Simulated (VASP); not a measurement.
Set up this calculation in VASP 6.6.1, as the native input.

```
Task                   : electric field gradients
Functional             : PBE
Potentials or basis    : VASP PAW PBE potentials, release 64 (Ga_d, P)
Cutoff                 : 520 eV
k mesh                 : 10 × 10 × 10
Occupations            : fermi-dirac, width 0.05 eV
Spin                   : no spin polarisation
Dipole correction      : no
Further INCAR settings : ALGO = Normal; EDIFF = 1e-08; NBANDS = 16
```

The structure of GaP lies in POSCAR:

```
GaP
1.0
    0.0000000000      2.7069591804      2.7069591804
    2.7069591804      0.0000000000      2.7069591804
    2.7069591804      2.7069591804      0.0000000000
Ga P
1 1
Direct
    0.0000000000      0.0000000000      0.0000000000
    0.7500000000      0.7500000000      0.7500000000
```

The input as run:

INCAR

```
SYSTEM = GaP
ALGO = Normal ; EDIFF = 1E-8
ENCUT = 520 ; GGA = PE
ISIF = 2 ; ISMEAR = -1
LASPH = .True. ; LCHARG = .False.
LEFG = .True. ; LREAL = .False.
LWAVE = .False. ; NBANDS = 16
NELM = 80 ; PREC = Accurate
SIGMA = 0.05
```

KPOINTS

```
k-points
0
Gamma
  10 10 10
  0 0 0
```

Potentials or basis: VASP PAW PBE potentials, release 64 (Ga_d, P).

The run is started by

```console
$ cat potpaw_PBE.64/Ga_d/POTCAR potpaw_PBE.64/P/POTCAR > POTCAR
$ mpirun -np 1 vasp_std > vasp.out
```

Results of the run:

```
Pressure                                : 4.3 GPa
Band gap on the k mesh                  : 1.57 eV (least direct gap 2.00 eV)
Largest electric field gradient by atom : zero within the noise of the run
```

Caveat: the cell stands under pressure.

Run time: 29 s on 1 thread of Intel(R) Xeon(R) 6975P-C (Granite Rapids) (shared host), peak memory 0.16 GiB.
